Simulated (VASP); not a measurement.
Runs of VASP 6.6.1 on LiH. The structure is that of space group Fm-3m (No. 225), or close to it. The cells are those of the table. 

```tsv
cell	gap on the mesh (eV)
a = 2.917 Å, angles 60.0°, 2 atoms	(a)
a = 2.778 Å, angles 60.0°, 2 atoms	2.93
a = 2.729 Å, angles 60.0°, 2 atoms	(b)
a = 2.826 Å, angles 60.0°, 2 atoms	2.97
a = 2.873 Å, angles 60.0°, 2 atoms	3.01
```

Alike in all rows: task single point; level PBE; potentials or basis VASP PAW PBE potentials, release 64 (Li_sv, H); no spin polarisation; k mesh 6 × 6 × 6; cutoff (eV) 520; smearing gaussian 0.01 eV.

Q: Estimate the missing entries.

A: (a) 3.04; (b) 2.88.

Caveats: all runs use coarse meshes.

A k mesh can miss the band edges.
